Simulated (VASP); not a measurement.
# GaN (wurtzite) (P6_3mc) in VASP: notebook

The runs below take GaN (wurtzite) through single point, relaxation of cell and atoms, with r2SCAN.

Program: VASP 6.6.1. These are calculated values, not measurements. Logs are shortened: lines on timing, memory, paths and dates and some standing lists are left out, and cuts for length are marked.

## (1) The cell of the first run

The structure is hexagonal, space group P6_3mc (No. 186). Conventional cell: a = 3.183 Å, b = 3.183 Å, c = 5.183 Å, α = 90.00°, β = 90.00°, γ = 120.00°. Within 2.6 Å of Ga (site symmetry 3m) lie 4 N at 1.95 Å. N (site symmetry 3m) has 4 Ga at 1.95 Å within 2.6 Å.

## (2) Single point, r2SCAN

Input file POSCAR:

```
GaN
1.0
    3.1831107106      0.0000000000      0.0000000000
   -1.5915553553      2.7566547384      0.0000000000
    0.0000000000      0.0000000000      5.1832801340
Ga N
2 2
Direct
    0.3333333333      0.6666666667      0.0000869430
    0.6666666667      0.3333333333      0.5000869430
    0.3333333333      0.6666666667      0.3769130570
    0.6666666667      0.3333333333      0.8769130570
```

Input file INCAR.step1:

```
PREC = Accurate ; ENCUT = 520
ISMEAR = 0 ; SIGMA = 0.01
LREAL = F ; LASPH = T
NELM = 60 ; NBANDS = 26
GGA = PE ; ALGO = Normal
EDIFF = 1E-4 ; LWAVE = T
LCHARG = F
```

Input file INCAR.step2:

```
PREC = Accurate ; ENCUT = 520
EDIFF = 1E-6 ; ISMEAR = 0
SIGMA = 0.01 ; LREAL = F
LASPH = T ; NELM = 60
ALGO = Normal ; ISIF = 2
LWAVE = F ; LCHARG = T
METAGGA = R2SCAN ; LMIXTAU = T
LELF = T ; LVHAR = T
NBANDS = 26 ; ISTART = 1
```

Input file KPOINTS:

```
Automatic mesh
0
Gamma
  8 8 5
```

Potentials or basis: VASP PAW PBE potentials, release 64 (Ga_d, N).

Launch:

```console
$ cat potpaw_PBE.64/Ga_d/POTCAR potpaw_PBE.64/N/POTCAR > POTCAR
$ cp INCAR.step1 INCAR
$ mpirun -np 1 vasp_std > vasp.out
$ cp INCAR.step2 INCAR
$ mpirun -np 1 vasp_std > vasp.out
```

OUTCAR:

```text
PREC = Accurate
   ENCUT = 520
   EDIFF = 1E-6
   ISMEAR = 0
   LREAL = F
   LASPH = T
   NELM = 60
   ISIF = 2
   METAGGA = R2SCAN
   ISTART = 1

 ion  position               nearest neighbor table
   1  0.333  0.667  0.000-   4 1.95   4 1.95   4 1.95   3 1.95
   2  0.667  0.333  0.500-   3 1.95   3 1.95   3 1.95   4 1.95
   3  0.333  0.667  0.377-   2 1.95   2 1.95   2 1.95   1 1.95
   4  0.667  0.333  0.877-   1 1.95   1 1.95   1 1.95   2 1.95

  LATTYP: Found a hexagonal cell.
 ALAT       =     3.1831107106
 C/A-ratio  =     1.6283694176

  Lattice vectors:

 A1 = (   3.1831107106,   0.0000000000,   0.0000000000)
 A2 = (  -1.5915553553,   2.7566547384,   0.0000000000)
 A3 = (   0.0000000000,   0.0000000000,   5.1832801340)

Analysis of symmetry for initial positions (statically):
=====================================================================
 Subroutine PRICEL returns:
 Original cell was already a primitive cell.

 Routine SETGRP: Setting up the symmetry group for a
 hexagonal supercell.

 Subroutine GETGRP returns: Found 12 space group operations
 (whereof  6 operations were pure point group operations)
 out of a pool of 24 trial point group operations.

The static configuration has the point symmetry C_3v.
 The point group associated with its full space group is C_6v.

Analysis of symmetry for dynamics (positions and initial velocities):
=====================================================================
 Subroutine PRICEL returns:
 Original cell was already a primitive cell.

 Routine SETGRP: Setting up the symmetry group for a
 hexagonal supercell.

 Subroutine GETGRP returns: Found 12 space group operations
 (whereof  6 operations were pure point group operations)
 out of a pool of 24 trial point group operations.

The dynamic configuration has the point symmetry C_3v.
 The point group associated with its full space group is C_6v.

 Subroutine INISYM returns: Found 12 space group operations
 (whereof  6 operations are pure point group operations),
 and found     1 'primitive' translations

----------------------------------------------------------------------------------------

                                     Primitive cell

  volume of cell :      45.4819

  direct lattice vectors                    reciprocal lattice vectors
[... 83 lines left out ...]
   ISTART =      1    job   : 0-new  1-cont  2-samecut
   ICHARG =      0    charge: 1-file 2-atom 10-const
   ISPIN  =      1    spin polarized calculation?
   LNONCOLLINEAR =      F non collinear calculations
   LSORBIT =      F    spin-orbit coupling
   LASPH  =      T    aspherical Exc in radial PAW
   ENCUT  =  520.0 eV  38.22 Ry    6.18 a.u.   5.92  5.92  9.64*2*pi/ulx,y,z
   NELM   =     60;   NELMIN=  2; NELMDL=  0     # of ELM steps
   EDIFF  = 0.1E-05   stopping-criterion for ELM
   LREAL  =      F    real-space projection
   EDIFFG = 0.1E-04   stopping-criterion for IOM
   NSW    =      0    number of steps for IOM
   IBRION =     -1    ionic relax: 0-MD 1-quasi-New 2-CG
   NFREE  =      0    steps in history (QN), initial steepest desc. (CG)
   ISIF   =      2    stress and relaxation
   ISYM   =      2    0-nonsym 1-usesym 2-fastsym
   POTIM  = 0.5000    time-step for ionic-motion
   TEBEG  =    0.0;   TEEND  =   0.0 temperature during run
   PSTRESS=    0.0 pullay stress
   NELECT =      36.0000    total number of electrons
   NUPDOWN=      -1.0000    fix difference up-down
   EMIN   =  10.00;   EMAX   =-10.00  energy-range for DOS
   EFERMI =   0.00;   METHOD = LEGACY
   ISMEAR =     0;   SIGMA  =   0.01  broadening in eV -4-tet -1-fermi 0-gaus
   EFERMI_NEDOS =   21; number of points for ismear=-14 and -15
   IALGO  =     38    algorithm
   IMIX   =      4    mixing-type and parameters
     AMIX     =   0.40;   BMIX     =  1.00
     AMIX_MAG =   1.60;   BMIX_MAG =  1.00
  volume/ion in A,a.u.               =      11.37        76.73
  Fermi-wavevector in a.u.,A,eV,Ry     =   1.514361  2.861727 31.202092  2.293289
  Thomas-Fermi vector in A             =   2.624029
   LORBIT       =      0    0 simple, 1 ext, 2 COOP (PROOUT), +10 PAW based schemes
   METAGGA = R2SCAN    functional components
   LHFCALC =     F    Hartree Fock is set to
   AEXX    =    0.0000 exact exchange contribution
   IVDW    =     0    specifies the selected vdW correction
   LEPSILON=     F    determine dielectric tensor
   LRPA    =     F    only Hartree local field effects (RPA)
 non-spin polarized calculation
 Gauss-broadening in eV      SIGMA  =   0.01
  energy-cutoff  :      520.00
  volume of cell :       45.48
 maximum number of plane-waves:      1244
 NGX is ok and might be reduce to    24
   NGX = 11   NGY = 11   NGZ = 19

 number of electron      35.9999992 magnetization

 Free energy of the ion-electron system (eV)
  ---------------------------------------------------
  ext. energy  EPLUGINS =         0.00000000
  ---------------------------------------------------
  free energy    TOTEN  =       -43.82074886 eV

  energy without entropy =      -43.82074886  energy(sigma->0) =      -43.82074886

 E-fermi :   5.1436     XC(G=0): -12.6640

 val. band max:        5.1021749717   @ k =   0.0000   0.0000   0.0000
 cond. band min:       7.4466875755   @ k =   0.0000   0.0000   0.0000
 fundamental gap:      2.3445126038
 Fermi energy:         5.1436107944

 k-point     1 :       0.0000    0.0000    0.0000
  band No.  band energies     occupation
      1     -11.7105      2.00000
      2     -10.7039      2.00000
      3      -8.7262      2.00000
      4      -8.7106      2.00000
      5      -8.7106      2.00000
      6      -8.6420      2.00000
[... 685 lines left out ...]
     25      17.5135      0.00000
     26      18.5407      0.00000

 [... further k-points ...]
[... 5 lines left out ...]
  --------------------------------------------------------------------------------------
  -------------------------------------------------------------------------------------
  Total        0.3200638      0.3200638      0.2871327      0.0000000      0.0000000      0.0000000
  in kB       11.2747875     11.2747875     10.1147345      0.0000000      0.0000000      0.0000000
  external PRESSURE =      10.8881032 kB  Pullay stress =       0.0000000 kB

 VOLUME and BASIS-vectors are now :
 -----------------------------------------------------------------------------
  energy-cutoff  :      520.00
  volume of cell :       45.48
      direct lattice vectors                 reciprocal lattice vectors
     3.183110711  0.000000000  0.000000000     0.314158096  0.181379261  0.000000000
    -1.591555355  2.756654738  0.000000000     0.000000000  0.362758523  0.000000000
     0.000000000  0.000000000  5.183280134     0.000000000  0.000000000  0.192928025

 POSITION                                       TOTAL-FORCE (eV/Angst)
 -----------------------------------------------------------------------------------
     -0.00000      1.83777      0.00045         0.000000     -0.000000      0.012319
      1.59156      0.91888      2.59209        -0.000000      0.000000      0.012319
     -0.00000      1.83777      1.95365        -0.000000     -0.000000     -0.012319
      1.59156      0.91888      4.54529        -0.000000      0.000000     -0.012319
 -----------------------------------------------------------------------------------
    total drift:                                0.000002      0.000004      0.056135

  FREE ENERGIE OF THE ION-ELECTRON SYSTEM (eV)
  ---------------------------------------------------
  free  energy   TOTEN  =       -43.8207488564 eV

  energy  without entropy=      -43.8207488564  energy(sigma->0) =      -43.82074886
```

OUTCAR.step1:

```text
PREC = Accurate
   ENCUT = 520
   ISMEAR = 0
   LREAL = F
[... 928 lines left out ...]
     -0.00000      1.83777      0.00045        -0.000000     -0.000000      0.007445
      1.59156      0.91888      2.59209         0.000000     -0.000000      0.007445
     -0.00000      1.83777      1.95365        -0.000000     -0.000000     -0.007445
      1.59156      0.91888      4.54529         0.000000      0.000000     -0.007445
 -----------------------------------------------------------------------------------
    total drift:                               -0.000001     -0.000001      0.000088

  FREE ENERGIE OF THE ION-ELECTRON SYSTEM (eV)
  ---------------------------------------------------
  free  energy   TOTEN  =       -24.2966298947 eV

  energy  without entropy=      -24.2966298947  energy(sigma->0) =      -24.29662989
```

OSZICAR.step1:

```text
N       E                     dE             d eps       ncg     rms          rms(c)
DAV:   1     0.280017177881E+03    0.28002E+03   -0.17633E+04  1704   0.258E+03
DAV:   2     0.806598215184E+01   -0.27195E+03   -0.25575E+03  1712   0.489E+02
DAV:   3    -0.270559980523E+02   -0.35122E+02   -0.34634E+02  1814   0.143E+02
DAV:   4    -0.283045219604E+02   -0.12485E+01   -0.12424E+01  1896   0.285E+01
DAV:   5    -0.283292210351E+02   -0.24699E-01   -0.24670E-01  1900   0.382E+00    0.110E+01
DAV:   6    -0.242181431339E+02    0.41111E+01   -0.10108E+01  2598   0.492E+01    0.307E+00
DAV:   7    -0.243146549784E+02   -0.96512E-01   -0.14066E+00  1650   0.902E+00    0.271E+00
DAV:   8    -0.243100607792E+02    0.45942E-02   -0.14368E-01  2596   0.506E+00    0.793E-01
DAV:   9    -0.242961248185E+02    0.13936E-01   -0.46155E-02  2572   0.364E+00    0.341E-01
DAV:  10    -0.242966564847E+02   -0.53167E-03   -0.41866E-03  1632   0.405E-01    0.639E-02
DAV:  11    -0.242966298947E+02    0.26590E-04   -0.28418E-04  1714   0.314E-01
   1 F= -.24296630E+02 E0= -.24296630E+02  d E =-.188510E-66
```

Run time: 1.8 min. Hardware: 1 thread of AMD EPYC 9R14 (Zen 4), shared host; peak memory 0.15 GiB.

Results:

* Free energy: -43.8207 eV
* Pressure: 1.1 GPa
* Largest force: 0.012 eV/Å
* Band gap on the k mesh: 2.34 eV, direct

Forces in eV/Å, atoms in the order of the input:
```
Ga   0.000  0.000  0.012
Ga   0.000  0.000  0.012
N    0.000  0.000 -0.012
N    0.000  0.000 -0.012
```

Levels at points of the mesh, in eV from the valence-band top:
```csv
k point,band 15,band 16,band 17,band 18,band 19,band 20,band 21,band 22
"(0.00, 0.00, 0.00)",-1.07,-0.04,0.00,0.00,2.34,4.81,9.96,10.59
"(0.50, 0.00, 0.00)",-4.30,-2.84,-2.24,-1.03,5.58,6.12,6.55,9.35
```

Caveat: the PAW data sets were made with another functional, which shifts forces and pressure a little.

## (3) Relaxation of cell and atoms, r2SCAN

This run uses another cell than the first one, of 11.42 Å³/atom, 1.004 times its volume.

Input file POSCAR:

```
GaN
1.0
    3.1890000000      0.0000000000      0.0000000000
   -1.5945000000      2.7617550127      0.0000000000
    0.0000000000      0.0000000000      5.1850000000
Ga N
2 2
Direct
    0.3333333333      0.6666666667      0.0000000000
    0.6666666667      0.3333333333      0.5000000000
    0.3333333333      0.6666666667      0.3770000000
    0.6666666667      0.3333333333      0.8770000000
```

Input file INCAR.step1:

```
ALGO = Normal
EDIFF = 1E-4
ENCUT = 600
GGA = PE
ISMEAR = 0
LASPH = True
LCHARG = False
LREAL = False
LWAVE = True
NELM = 100
PREC = Accurate
SIGMA = 0.01
```

Input file INCAR.step2:

```
ALGO = Normal
EDIFF = 1E-6
EDIFFG = -0.003
ENCUT = 600
IBRION = 2
ISIF = 3
ISMEAR = 0
ISTART = 1
LASPH = True
LCHARG = False
LMIXTAU = True
LREAL = False
LWAVE = False
METAGGA = R2SCAN
NELM = 100
NSW = 60
PREC = Accurate
SIGMA = 0.01
```

Input file KPOINTS:

```
k-points
0
Gamma
  8 8 5
```

Potentials or basis: VASP PAW PBE potentials, release 64 (Ga_d, N).

Launch:

```console
$ cat potpaw_PBE.64/Ga_d/POTCAR potpaw_PBE.64/N/POTCAR > POTCAR
$ cp INCAR.step1 INCAR
$ mpirun -np 1 vasp_std > vasp.out
$ cp INCAR.step2 INCAR
$ mpirun -np 1 vasp_std > vasp.out
```

OUTCAR:

```text
EDIFF = 1E-6
   EDIFFG = -0.003
   ENCUT = 600
   IBRION = 2
   ISIF = 3
   ISMEAR = 0
   ISTART = 1
   LASPH = True
   LREAL = False
   METAGGA = R2SCAN
   NELM = 100
   NSW = 60
   PREC = Accurate

 ion  position               nearest neighbor table
   1  0.333  0.667  0.000-   4 1.95   4 1.95   4 1.95   3 1.95
   2  0.667  0.333  0.500-   3 1.95   3 1.95   3 1.95   4 1.95
   3  0.333  0.667  0.377-   2 1.95   2 1.95   2 1.95   1 1.95
   4  0.667  0.333  0.877-   1 1.95   1 1.95   1 1.95   2 1.95

  LATTYP: Found a hexagonal cell.
 ALAT       =     3.1890000000
 C/A-ratio  =     1.6259015365

  Lattice vectors:

 A1 = (   3.1890000000,   0.0000000000,   0.0000000000)
 A2 = (  -1.5945000000,   2.7617550127,   0.0000000000)
 A3 = (   0.0000000000,   0.0000000000,   5.1850000000)

Analysis of symmetry for initial positions (statically):
=====================================================================
 Subroutine PRICEL returns:
 Original cell was already a primitive cell.

 Routine SETGRP: Setting up the symmetry group for a
 hexagonal supercell.

 Subroutine GETGRP returns: Found 12 space group operations
 (whereof  6 operations were pure point group operations)
 out of a pool of 24 trial point group operations.

The static configuration has the point symmetry C_3v.
 The point group associated with its full space group is C_6v.
[... 178 lines left out ...]
  external PRESSURE =       2.9485269 kB  Pullay stress =       0.0000000 kB
[... 95 lines left out ...]
  FREE ENERGIE OF THE ION-ELECTRON SYSTEM (eV)
  ---------------------------------------------------
  free  energy   TOTEN  =       -43.8230431158 eV

  energy  without entropy=      -43.8230431158  energy(sigma->0) =      -43.82304312

[... ionic steps 4 to 7 ...]

--------------------------------------- Ionic step        8  -------------------------------------------

 number of electron      35.9999996 magnetization

------------------------ aborting loop because EDIFF is reached ----------------------------------------
[... 71 lines left out ...]
--------------------------------------- Ionic step       10  -------------------------------------------

 number of electron      35.9999996 magnetization

 Free energy of the ion-electron system (eV)
  ---------------------------------------------------
  ext. energy  EPLUGINS =         0.00000000
  ---------------------------------------------------
  free energy    TOTEN  =       -43.82306186 eV

  energy without entropy =      -43.82306186  energy(sigma->0) =      -43.82306186

 E-fermi :   5.1574     XC(G=0): -12.6308

 val. band max:        5.0418038147   @ k =   0.0000   0.0000   0.0000
 cond. band min:       7.3469829265   @ k =   0.0000   0.0000   0.0000
 fundamental gap:      2.3051791118
 Fermi energy:         5.1573855837

 k-point     1 :       0.0000    0.0000    0.0000
  band No.  band energies     occupation
      1     -11.7233      2.00000
      2     -10.7342      2.00000
      3      -8.7842      2.00000
      4      -8.7689      2.00000
      5      -8.7689      2.00000
      6      -8.7017      2.00000
[... 589 lines left out ...]
     21      13.1894      0.00000
     22      13.7156      0.00000

 [... further k-points ...]
[... 5 lines left out ...]
  --------------------------------------------------------------------------------------
  -------------------------------------------------------------------------------------
  Total        0.0007733      0.0007733      0.0029716      0.0000000      0.0000000     -0.0000000
  in kB        0.0270902      0.0270902      0.1040984      0.0000000      0.0000000     -0.0000000
  external PRESSURE =       0.0527596 kB  Pullay stress =       0.0000000 kB
[... 19 lines left out ...]
  FREE ENERGIE OF THE ION-ELECTRON SYSTEM (eV)
  ---------------------------------------------------
  free  energy   TOTEN  =       -43.8230618558 eV

  energy  without entropy=      -43.8230618558  energy(sigma->0) =      -43.82306186

 reached required accuracy - stopping structural energy minimisation
```

It took 14 min on 1 thread of Intel Xeon Platinum 8259CL at 2.50GHz (Skylake/Cascade Lake), shared host; peak memory 0.21 GiB.

Results:

* Free energy: -43.8231 eV
* Relaxed volume: 11.43 Å³/atom
* Relaxed cell: a = 3.189 Å, b = 3.189 Å, c = 5.193 Å, α = 90.00°, β = 90.00°, γ = 120.00°
* Space group after relaxing (to 0.05 Å): P6_3mc (No. 186)
* Energy gained by relaxing: 0.0 meV/atom
* Ionic steps: 10
* Pressure after relaxing: 0.0 GPa
* Band gap on the k mesh: 2.31 eV, direct

The path:
```tsv
step	energy change (eV)	largest force (eV/Å)	pressure (GPa)	volume (Å³)
1	0.0000	0.0039	0.29	45.67
2	0.0000	0.0184	-0.28	45.80
3	-0.0001	0.0081	-0.01	45.74
4	-0.0001	0.0089	-0.05	45.75
5	-0.0001	0.0083	-0.05	45.74
6	-0.0001	0.0084	0.02	45.74
7	-0.0001	0.0018	-0.04	45.74
8	-0.0001	0.0033	-0.03	45.74
9	-0.0001	0.0010	0.05	45.73
10	-0.0001	0.0012	0.01	45.74
```

Final structure:
```xyz
4
Lattice="3.1889 0.0000 0.0000 -1.5944 2.7616 0.0000 0.0000 0.0000 5.1934" Properties=species:S:1:pos:R:3 pbc="T T T"
Ga    0.0000    1.8411    0.0005
Ga    1.5944    0.9205    2.5973
N     0.0000    1.8411    1.9574
N     1.5944    0.9205    4.5541
```

Caveat: the PAW data sets were made with another functional, which shifts forces and pressure a little. r2SCAN opens gaps a little over a GGA but as a rule still falls short of measured ones.
